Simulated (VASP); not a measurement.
Runs of VASP 6.6.1 on SiO2 (Stishovite). The structure is that of space group P4_2/mnm (No. 136), or close to it. The cells are those of the table. 

```tsv
cell	gap on the mesh (eV)	pressure (GPa)	largest force (eV/Å)
a = 4.037, b = 4.037, c = 2.611 Å, 6 atoms	7.82	36.7	0.01
a = 4.291, b = 4.291, c = 2.692 Å, 6 atoms	(c)	-14.5	0.03
a = 4.185, b = 4.185, c = 2.669 Å, 6 atoms	(b)	0.4	0.02
a = 4.237, b = 4.237, c = 2.682 Å, 6 atoms	6.05	-7.9	0.02
a = 4.135, b = 4.135, c = 2.652 Å, 6 atoms	(a)	10.4	0.02
a = 4.367, b = 4.367, c = 2.696 Å, 6 atoms	5.22	-21.0	0.03
a = 3.988, b = 3.988, c = 2.587 Å, 6 atoms	7.88	53.5	0.01
```

Alike in all rows: task single point; level r2SCAN; potentials or basis VASP PAW PBE potentials, release 64 (Si, O); no spin polarisation; k mesh 6 × 6 × 8; cutoff (eV) 520; smearing gaussian 0.02 eV.

**Question.** Fill in the values left out.

**Answer.** (a) 7.02; (b) 6.51; (c) 5.65.

Caveats: the PAW data sets were made with another functional, which shifts forces and pressure a little.

A k mesh can miss the band edges.
